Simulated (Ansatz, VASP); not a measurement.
**MgSn4N: VASP beside Ansatz**

```
Mg Sn N
1.0
     5.43332    0.00000    0.00000
    -2.71666    4.70540    0.00000
     0.00000    0.00000    6.26776
Mg Sn N
1 4 1
Direct
  0.00000 0.00000 0.50000
  0.33333 0.66667 0.50000
  0.66667 0.33333 0.50000
  0.33333 0.66667 0.00000
  0.66667 0.33333 0.00000
  0.00000 0.00000 0.00000
```

Alike in both runs: task single point; functional PBE; k mesh 6 × 6 × 4; occupations gaussian, width 0.1 eV; no spin polarisation.

|  | VASP | Ansatz |
| --- | --- | --- |
| version | VASP 6.6.1 | Ansatz 0.2.0 |
| potentials or method | VASP PAW PBE potentials, release 64 (Mg, Sn_d, N), cutoff 520 eV | scalar-relativistic, plane waves, PAW |
| valence electrons in the cell | 63 | 71 |

VASP gave:

```
gap on the k mesh at the Fermi level (eV)                     : none
pressure (GPa)                                                : -5.3
traceless stress, the component that is largest in VASP (GPa) : -1.79
```

Task: What did Ansatz give for the same quantities?

Result: gap on the k mesh at the Fermi level (eV): none; pressure (GPa): -5.2; traceless stress, the component that is largest in VASP (GPa): -1.82.

A gap of «none» marks a metal or a gap that the smearing closes. VASP's potentials hold 63 valence electrons a cell and Ansatz's 71, so a difference there can come from the potentials and not from the codes.
